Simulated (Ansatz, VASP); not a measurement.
Two plane-wave programs on Ti

INCAR

```
SYSTEM = Ti
  PREC = Accurate
  ENCUT = 520
  EDIFF = 1E-7
  ISMEAR = 0
  SIGMA = 0.15
  LREAL = .False.
  LASPH = .True.
  NELM = 60
  ALGO = Fast
  ISIF = 2
  LWAVE = .False.
  LCHARG = .False.
  GGA = PE
  NBANDS = 12
```

KPOINTS

```
regular mesh
0
Gamma
  22 22 22
  0 0 0
```

File POSCAR:

```
Ti
1.0
   -1.6384485501      1.6384485501      1.5204802545
    1.6384485501     -1.6384485501      1.5204802545
    1.6384485501      1.6384485501     -1.5204802545
Ti
1
Direct
    0.0000000000      0.0000000000      0.0000000000
```

Input for Ansatz:

```yaml
crystal:
  lattice:
    - [-1.6384485501, 1.6384485501, 1.5204802545]
    - [1.6384485501, -1.6384485501, 1.5204802545]
    - [1.6384485501, 1.6384485501, -1.5204802545]
  atoms:
    - { symbol: Ti, position: [0.0, 0.0, 0.0] }
basis:
  ecutwfc: 520.0
kpoints:
  mp_grid: { grid: [22, 22, 22] }
hamiltonian:
  xc: pbe
  pseudopotentials: { kind: paw, azcp: { folder: soft_1 } }
scf:
  occupations: { method: gaussian, width: 0.15 }
output:
  forces: true
  stress: true
  eigenvalues: true
```

Alike in both runs: task single point; functional PBE; k mesh 22 × 22 × 22; occupations gaussian, width 0.15 eV; no spin polarisation.

```csv
,VASP,Ansatz
version,VASP 6.6.1,Ansatz 0.2.0
potentials or method,"VASP PAW PBE potentials, release 64 (Ti_sv), cutoff 520 eV","scalar-relativistic, plane waves, PAW"
valence electrons in the cell,12,12
```

|  | VASP | Ansatz | Ansatz less VASP |
| --- | --- | --- | --- |
| gap on the k mesh at the Fermi level (eV) | none | none | - |
| pressure (GPa) | 6.2 | 6.6 | +0.38 |
| traceless stress, the component that is largest in VASP (GPa) | -1.52 | -1.50 | +0.021 |

A gap of «none» marks a metal or a gap that the smearing closes. With one functional, cell and mesh, what is left measures potentials, basis and numerics.
